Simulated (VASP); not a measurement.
# ZnSb3 (Pm-3m) in VASP: notebook, part 3 of 3

VASP 6.6.1. Earlier steps stand in the parts before.

## 5. Single point, PBE

This run uses another cell than the first one, of 25.56 Å³/atom, 1.071 times its volume.

INCAR reads:

```
ALGO = Normal ; EDIFF = 1E-7
ENCUT = 520 ; GGA = PE
ISIF = 2 ; ISMEAR = 0
LASPH = T ; LCHARG = F
LREAL = F ; LWAVE = F
NBANDS = 22 ; NELM = 80
PREC = Accurate ; SIGMA = 0.1
```

KPOINTS reads:

```
k-points
0
Gamma
  10 10 10
```

POSCAR reads:

```
ZnSb3
1.0
    4.6762509084      0.0000000000      0.0000000000
    0.0000000000      4.6762509084      0.0000000000
    0.0000000000      0.0000000000      4.6762509084
Zn Sb
1 3
Direct
    0.0000000000      0.0000000000      0.0000000000
    0.0000000000      0.5000000000      0.5000000000
    0.5000000000      0.0000000000      0.5000000000
    0.5000000000      0.5000000000      0.0000000000
```

Potentials or basis: VASP PAW PBE potentials, release 64 (Zn, Sb).

Command:

```
$ cat potpaw_PBE.64/Zn/POTCAR potpaw_PBE.64/Sb/POTCAR > POTCAR
$ mpirun -np 1 vasp_std > vasp.out
```

OUTCAR:

```text
EDIFF = 1E-7
   ENCUT = 520
   GGA = PE
   ISIF = 2
   ISMEAR = 0
   LASPH = T
   LREAL = F
   NELM = 80
   PREC = Accurate

 ion  position               nearest neighbor table
   1  0.000  0.000  0.000-   2 3.31   3 3.31   4 3.31   2 3.31   3 3.31   2 3.31   4 3.31   2 3.31
                             3 3.31   4 3.31   3 3.31   4 3.31
   2  0.000  0.500  0.500-   1 3.31   3 3.31   4 3.31   1 3.31   4 3.31   1 3.31   3 3.31   1 3.31
                             3 3.31   4 3.31   4 3.31   3 3.31
   3  0.500  0.000  0.500-   1 3.31   2 3.31   4 3.31   1 3.31   4 3.31   2 3.31   4 3.31   4 3.31
                             1 3.31   2 3.31   1 3.31   2 3.31
   4  0.500  0.500  0.000-   1 3.31   2 3.31   3 3.31   2 3.31   3 3.31   1 3.31   3 3.31   3 3.31
                             1 3.31   2 3.31   2 3.31   1 3.31

  LATTYP: Found a simple cubic cell.
 ALAT       =     4.6762509084

  Lattice vectors:

 A1 = (   4.6762509084,   0.0000000000,   0.0000000000)
 A2 = (   0.0000000000,   4.6762509084,   0.0000000000)
 A3 = (   0.0000000000,   0.0000000000,   4.6762509084)

Analysis of symmetry for initial positions (statically):
=====================================================================
 Subroutine PRICEL returns:
 Original cell was already a primitive cell.

 Routine SETGRP: Setting up the symmetry group for a
 simple cubic supercell.

 Subroutine GETGRP returns: Found 48 space group operations
 (whereof 48 operations were pure point group operations)
 out of a pool of 48 trial point group operations.

The static configuration has the point symmetry O_h .

Analysis of symmetry for dynamics (positions and initial velocities):
=====================================================================
 Subroutine PRICEL returns:
 Original cell was already a primitive cell.

 Routine SETGRP: Setting up the symmetry group for a
[... 122 lines left out ...]
   NUPDOWN=      -1.0000    fix difference up-down
   EMIN   =  10.00;   EMAX   =-10.00  energy-range for DOS
   EFERMI =   0.00;   METHOD = LEGACY
   ISMEAR =     0;   SIGMA  =   0.10  broadening in eV -4-tet -1-fermi 0-gaus
   EFERMI_NEDOS =   21; number of points for ismear=-14 and -15
   IALGO  =     38    algorithm
   IMIX   =      4    mixing-type and parameters
     AMIX     =   0.40;   BMIX     =  1.00
     AMIX_MAG =   1.60;   BMIX_MAG =  1.00
  volume/ion in A,a.u.               =      25.56       172.52
  Fermi-wavevector in a.u.,A,eV,Ry     =   1.050264  1.984710 15.007953  1.103053
  Thomas-Fermi vector in A             =   2.185260
   LORBIT       =      0    0 simple, 1 ext, 2 COOP (PROOUT), +10 PAW based schemes
   GGA     = PE    functional components
   LHFCALC =     F    Hartree Fock is set to
   AEXX    =    0.0000 exact exchange contribution
   IVDW    =     0    specifies the selected vdW correction
   LEPSILON=     F    determine dielectric tensor
   LRPA    =     F    only Hartree local field effects (RPA)
 non-spin polarized calculation
 Gauss-broadening in eV      SIGMA  =   0.10
  energy-cutoff  :      520.00
  volume of cell :      102.26
 maximum number of plane-waves:      2800
 NGX is ok and might be reduce to    36
   NGX = 17   NGY = 17   NGZ = 17

 number of electron      26.9999965 magnetization

 Free energy of the ion-electron system (eV)
  ---------------------------------------------------
  ext. energy  EPLUGINS =         0.00000000
  ---------------------------------------------------
  free energy    TOTEN  =       -12.41568210 eV

  energy without entropy =      -12.40451762  energy(sigma->0) =      -12.41009986

 E-fermi :   6.8978     XC(G=0): -10.1479

 val. band max:        6.8657551049   @ k =   0.5000   0.3000   0.1000
 cond. band min:       6.9401633939   @ k =   0.4000   0.3000   0.2000
 fundamental gap:      0.0744082889
 Fermi energy:         6.8977986993

 k-point     1 :       0.0000    0.0000    0.0000
  band No.  band energies     occupation
      1      -5.4680      2.00000
      2      -0.6235      2.00000
      3      -0.6235      2.00000
      4       0.0927      2.00000
      5       0.0927      2.00000
      6       0.0927      2.00000
[... 589 lines left out ...]
     21      13.0261      0.00000
     22      13.4617      0.00000

 [... further k-points ...]
[... 5 lines left out ...]
  --------------------------------------------------------------------------------------
  -------------------------------------------------------------------------------------
  Total       -0.0404998     -0.0404998     -0.0404998     -0.0000000      0.0000000      0.0000000
  in kB       -0.6345562     -0.6345562     -0.6345562     -0.0000000      0.0000000      0.0000000
  external PRESSURE =      -0.6345562 kB  Pullay stress =       0.0000000 kB

 VOLUME and BASIS-vectors are now :
 -----------------------------------------------------------------------------
  energy-cutoff  :      520.00
  volume of cell :      102.26
      direct lattice vectors                 reciprocal lattice vectors
     4.676250908  0.000000000  0.000000000     0.213846524  0.000000000  0.000000000
     0.000000000  4.676250908  0.000000000     0.000000000  0.213846524  0.000000000
     0.000000000  0.000000000  4.676250908     0.000000000  0.000000000  0.213846524

 POSITION                                       TOTAL-FORCE (eV/Angst)
 -----------------------------------------------------------------------------------
      0.00000      0.00000      0.00000         0.000000      0.000000      0.000000
      0.00000      2.33813      2.33813         0.000000      0.000000      0.000000
      2.33813      0.00000      2.33813         0.000000      0.000000      0.000000
      2.33813      2.33813      0.00000         0.000000      0.000000      0.000000
 -----------------------------------------------------------------------------------
    total drift:                               -0.000000     -0.000000     -0.000000

  FREE ENERGIE OF THE ION-ELECTRON SYSTEM (eV)
  ---------------------------------------------------
  free  energy   TOTEN  =       -12.4156821035 eV

  energy  without entropy=      -12.4045176184  energy(sigma->0) =      -12.41009986
```

OSZICAR:

```text
N       E                     dE             d eps       ncg     rms          rms(c)
DAV:   1     0.137922558418E+03    0.13792E+03   -0.10582E+04  2464   0.112E+03
DAV:   2    -0.275115451414E+01   -0.14067E+03   -0.13617E+03  2770   0.249E+02
DAV:   3    -0.123633421720E+02   -0.96122E+01   -0.94273E+01  2996   0.647E+01
DAV:   4    -0.125153359002E+02   -0.15199E+00   -0.15182E+00  2806   0.841E+00
DAV:   5    -0.125173953700E+02   -0.20595E-02   -0.20594E-02  2980   0.107E+00    0.335E+00
DAV:   6    -0.124252003034E+02    0.92195E-01   -0.38397E-01  2932   0.109E+01    0.229E+00
DAV:   7    -0.124176605244E+02    0.75398E-02   -0.45886E-02  2884   0.236E+00    0.935E-01
DAV:   8    -0.124157116578E+02    0.19489E-02   -0.44483E-03  2848   0.568E-01    0.868E-02
DAV:   9    -0.124156683473E+02    0.43310E-04   -0.60623E-04  2860   0.169E-01    0.372E-02
DAV:  10    -0.124156825263E+02   -0.14179E-04   -0.66878E-05  2914   0.758E-02    0.128E-02
DAV:  11    -0.124156825139E+02    0.12385E-07   -0.77429E-06  2884   0.268E-02    0.211E-03
DAV:  12    -0.124156822605E+02    0.25345E-06   -0.62991E-07  2906   0.518E-03    0.890E-04
DAV:  13    -0.124156821249E+02    0.13561E-06   -0.22857E-08  1736   0.147E-03    0.250E-04
DAV:  14    -0.124156821035E+02    0.21418E-07   -0.62463E-09  1574   0.103E-03
   1 F= -.12415682E+02 E0= -.12410100E+02  d E =-.111645E-01
```

It took 79 s on 1 thread of AMD EPYC 7R13 (Zen 3), shared host; peak memory 0.25 GiB.

What came out:

```yaml
Free_energy: -12.4157 eV
Pressure: -0.1 GPa
```

Levels at points of the mesh, in eV from the Fermi level:
```csv
k point,band 9,band 10,band 11,band 12,band 13,band 14,band 15,band 16,band 17,band 18
"(0.00, 0.00, 0.00)",-4.23,-4.23,-4.23,-2.15,0.87,0.87,0.87,2.41,2.41,2.41
"(0.50, 0.00, 0.00)",-3.01,-2.86,-2.86,-1.70,-1.70,-0.80,-0.65,2.65,2.65,2.95
"(0.50, 0.50, 0.00)",-5.79,-2.35,-1.30,-1.06,-1.06,-0.83,-0.83,0.63,2.11,3.79
"(0.50, 0.50, 0.50)",-5.96,-4.81,-4.81,-4.81,-3.22,4.05,4.05,4.37,4.37,4.37
```

Caveat: spin-orbit coupling is left out, which moves the levels of the heavy elements.

## 6. Relaxation of cell and atoms, PBE

This run uses another cell than the first one, of 25.69 Å³/atom, 1.077 times its volume.

INCAR reads:

```
PREC = Accurate ; ENCUT = 600
EDIFF = 1E-7 ; ISMEAR = 0
SIGMA = 0.1 ; LREAL = F
LASPH = T ; NELM = 80
ALGO = Normal ; ISIF = 3
LWAVE = F ; LCHARG = F
GGA = PE ; IBRION = 2
NSW = 100 ; EDIFFG = -0.01
```

KPOINTS reads:

```
regular mesh
0
Gamma
  10 10 10
```

POSCAR reads:

```
ZnSb3
1.0
    4.6841989041      0.0000000000      0.0000000000
    0.0000000000      4.6841989041      0.0000000000
    0.0000000000      0.0000000000      4.6841989041
Zn Sb
1 3
Direct
    0.0000000000      0.0000000000      0.0000000000
    0.0000000000      0.5000000000      0.5000000000
    0.5000000000      0.0000000000      0.5000000000
    0.5000000000      0.5000000000      0.0000000000
```

Potentials or basis: VASP PAW PBE potentials, release 64 (Zn, Sb).

Command:

```
$ cat potpaw_PBE.64/Zn/POTCAR potpaw_PBE.64/Sb/POTCAR > POTCAR
$ mpirun -np 1 vasp_std > vasp.out
```

OUTCAR:

```text
PREC = Accurate
   ENCUT = 600
   EDIFF = 1E-7
   ISMEAR = 0
   LREAL = F
   LASPH = T
   NELM = 80
   ISIF = 3
   GGA = PE
   IBRION = 2
   NSW = 100
   EDIFFG = -0.01

 ion  position               nearest neighbor table
   1  0.000  0.000  0.000-   2 3.31   3 3.31   4 3.31   2 3.31   3 3.31   2 3.31   4 3.31   2 3.31
                             3 3.31   4 3.31   3 3.31   4 3.31
   2  0.000  0.500  0.500-   1 3.31   3 3.31   4 3.31   1 3.31   4 3.31   1 3.31   3 3.31   1 3.31
                             3 3.31   4 3.31   4 3.31   3 3.31
   3  0.500  0.000  0.500-   1 3.31   2 3.31   4 3.31   1 3.31   4 3.31   2 3.31   4 3.31   4 3.31
                             1 3.31   2 3.31   1 3.31   2 3.31
   4  0.500  0.500  0.000-   1 3.31   2 3.31   3 3.31   2 3.31   3 3.31   1 3.31   3 3.31   3 3.31
                             1 3.31   2 3.31   2 3.31   1 3.31

  LATTYP: Found a simple cubic cell.
 ALAT       =     4.6841989041
[... 267 lines left out ...]
  ext. energy  EPLUGINS =         0.00000000
  ---------------------------------------------------
  free energy    TOTEN  =       -12.41569664 eV

  energy without entropy =      -12.40453718  energy(sigma->0) =      -12.41011691

 E-fermi :   6.9149     XC(G=0): -10.1543

 val. band max:        6.8826705207   @ k =   0.5000   0.3000   0.2000
 cond. band min:       6.9567821058   @ k =   0.4000   0.3000   0.2000
 fundamental gap:      0.0741115851
 Fermi energy:         6.9149001775

 k-point     1 :       0.0000    0.0000    0.0000
  band No.  band energies     occupation
      1      -5.4620      2.00000
      2      -0.6081      2.00000
      3      -0.6081      2.00000
      4       0.1064      2.00000
      5       0.1064      2.00000
      6       0.1064      2.00000
[... 457 lines left out ...]
      4       0.0606      2.00000
      5       0.0613      2.00000
      6       0.0965      2.00000
[... 9 lines left out ...]
     16       8.3351      0.00000
     17       8.4553      0.00000

 [... further k-points ...]
[... 5 lines left out ...]
  --------------------------------------------------------------------------------------
  -------------------------------------------------------------------------------------
  Total        0.0021842      0.0021842      0.0021842     -0.0000000     -0.0000000      0.0000000
  in kB        0.0342715      0.0342715      0.0342715     -0.0000000     -0.0000000      0.0000000
  external PRESSURE =       0.0342715 kB  Pullay stress =       0.0000000 kB
[... 19 lines left out ...]
  FREE ENERGIE OF THE ION-ELECTRON SYSTEM (eV)
  ---------------------------------------------------
  free  energy   TOTEN  =       -12.4156966450 eV

  energy  without entropy=      -12.4045371766  energy(sigma->0) =      -12.41011691

 reached required accuracy - stopping structural energy minimisation
```

CONTCAR:

```text
ZnSb3
   1.00000000000000
     4.6740112089505699   -0.0000000000000000    0.0000000000000000
    -0.0000000000000000    4.6740112089505699    0.0000000000000000
    -0.0000000000000000   -0.0000000000000000    4.6740112089505699
  Zn              Sb
     1     3
Direct
     0.0000000000000000    0.0000000000000000    0.0000000000000000
     0.0000000000000000    0.5000000000000000    0.5000000000000000
     0.5000000000000000    0.0000000000000000    0.5000000000000000
     0.5000000000000000    0.5000000000000000    0.0000000000000000

  0.00000000E+00  0.00000000E+00  0.00000000E+00
  0.00000000E+00  0.00000000E+00  0.00000000E+00
  0.00000000E+00  0.00000000E+00  0.00000000E+00
  0.00000000E+00  0.00000000E+00  0.00000000E+00
```

Run time: 4.3 min. Hardware: 1 thread of AMD EPYC 7R13 (Zen 3), shared host; peak memory 0.29 GiB.

Results:

* Free energy: -12.4157 eV
* Relaxed volume: 25.53 Å³/atom
* Relaxed cell: a = 4.674 Å, b = 4.674 Å, c = 4.674 Å, α = 90.00°, β = 90.00°, γ = 90.00°
* Space group after relaxing (to 0.05 Å): Pm-3m (No. 221)
* Energy gained by relaxing: 0.2 meV/atom
* Ionic steps: 3
* Pressure after relaxing: 0.0 GPa

The path:
| step | energy change (eV) | largest force (eV/Å) | pressure (GPa) | volume (Å³) |
| --- | --- | --- | --- | --- |
| 1 | 0.0000 | 0.0000 | -0.36 | 102.78 |
| 2 | -0.0007 | 0.0000 | 0.10 | 101.93 |
| 3 | -0.0008 | 0.0000 | 0.00 | 102.11 |

Final structure:
```
Zn Sb
1.0
     4.67401    0.00000    0.00000
     0.00000    4.67401    0.00000
     0.00000    0.00000    4.67401
Zn Sb
1 3
Cartesian
  0.0000 0.0000 0.0000
  0.0000 2.3370 2.3370
  2.3370 0.0000 2.3370
  2.3370 2.3370 0.0000
```

Caveat: spin-orbit coupling is left out, which moves the levels of the heavy elements.

## 7. Summary

| task | cell | k mesh | cutoff (eV) | gap on the mesh (eV) | pressure (GPa) | relaxed volume (Å³/atom) |
| --- | --- | --- | --- | --- | --- | --- |
| single point | a = 4.570 Å, 4 atoms | 4 × 4 × 4 | 520 | none | 4.5 | - |
| single point | a = 4.684 Å, 4 atoms | 4 × 4 × 4 | 520 | none | -0.3 | - |
| relaxation of cell and atoms | relaxed from a = 4.570 Å, 4 atoms | 4 × 4 × 4 | 600 | none | 0.0 | 25.53 |
| single point | a = 4.676 Å, 4 atoms | 10 × 10 × 10 | 520 | none | -0.1 | - |
| relaxation of cell and atoms | relaxed from a = 4.684 Å, 4 atoms | 10 × 10 × 10 | 600 | none | 0.0 | 25.53 |

Alike in all rows: level PBE; potentials or basis VASP PAW PBE potentials, release 64 (Zn, Sb); no spin polarisation; smearing gaussian 0.1 eV.

Caveats: spin-orbit coupling is left out, which moves the levels of the heavy elements.

Total energies depend on the potentials used, so only differences within one code and one set of settings carry meaning.
